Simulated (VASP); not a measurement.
The system is LiF.

```xyz
4
Lattice="-2.0216 0.0056 -2.0206 -2.0212 -2.0096 0.0052 -4.1083 2.0702 2.0802" Properties=species:S:1:pos:R:3 pbc="T T T"
Li   -4.1220   -1.9550   -2.0328
Li   -4.1813   -0.3308   -0.0453
F    -1.9743    0.1963   -0.1524
F    -5.9918    0.1849    0.3123
```

| Item | Value |
| --- | --- |
| Program | VASP 6.6.1 |
| Task | relaxation of cell and atoms |
| Functional | PBE |
| Potentials or basis | VASP PAW PBE potentials, release 64 (Li_sv, F) |
| Cutoff | 600 eV |
| k mesh | 6 × 6 × 6 |
| Occupations | gaussian, width 0.1 eV |
| Spin | no spin polarisation |

At the start: pressure 12.8 GPa; volume 8.41 Å³/atom.

Q: Where does the relaxation end?

A: Over 14 steps the energy falls by 237.4 meV/atom and the volume is 8.32 Å³/atom (-1.0 %); space group P1 (No. 1, to 0.1 Å) before, Fm-3m (No. 225, to 0.1 Å).

Step by step:
```
step  energy change (eV)  largest force (eV/Å)  pressure (GPa)  volume (Å³)
   1              0.0000                4.5362           12.76        33.63
   2             -0.6535                1.0179           -1.99        36.95
   3             -0.6531                0.9800           -0.64        36.24
   4             -0.6566                1.0061           -1.42        36.62
   5             -0.7474                0.6491           -2.00        36.39
   6             -0.8373                0.7231           -2.42        35.76
   7             -0.8965                0.4741           -1.37        34.52
   8             -0.9169                0.4776            0.59        33.27
   9             -0.9385                0.1340           -0.06        33.45
  10             -0.9399                0.1787           -0.23        33.51
  11             -0.9442                0.1328           -0.17        33.43
  12             -0.9488                0.0513            0.20        33.19
  13             -0.9489                0.0417            0.14        33.22
  14             -0.9495                0.0194           -0.05        33.30
```

Final structure:
```
Li F
1.0
    -2.02436    0.00177   -2.02510
    -2.02456   -2.02848    0.00094
    -4.04731    2.03483    2.02590
Li F
2 2
Direct
  0.99992 0.99655 0.00014
  0.49845 0.50330 0.50035
  0.25042 0.24980 0.24993
  0.75120 0.75035 0.74958
```

Caveat: the k points lie up to 0.43 Å⁻¹ apart in the final cell; the cutoff is under 1.25 times the usual one of these potentials, so pressure, stress and relaxed cells hold a basis-set (Pulay) error.
